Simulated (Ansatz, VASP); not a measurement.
## SiBBr: VASP beside Ansatz

```
Si B Br
1.0
     3.42679    0.00000    0.00000
     0.00000    3.42679    0.00000
     0.00000    0.00000    5.41050
Si B Br
1 1 1
Direct
  0.00000 0.00000 0.50000
  0.50000 0.50000 0.00000
  0.00000 0.00000 0.00000
```

Alike in both runs: functional PBE; k mesh 14 × 14 × 8; occupations gaussian, width 0.1 eV; no spin polarisation.

Ansatz relaxed the structure, and its values are those at the end. VASP's run is a single point on that final structure, the one shown.

```csv
,VASP,Ansatz
version,VASP 6.6.1,Ansatz 0.2.0
potentials or method,"VASP PAW PBE potentials, release 64 (Si, B, Br), cutoff 520 eV","scalar-relativistic, plane waves, PAW"
valence electrons in the cell,14,14
```

|  | VASP | Ansatz | Ansatz less VASP |
| --- | --- | --- | --- |
| gap on the k mesh at the Fermi level (eV) | none | none | - |
| pressure (GPa) | 0.0 | 0.0 | 0.00 |

A gap of «none» marks a metal or a gap that the smearing closes.
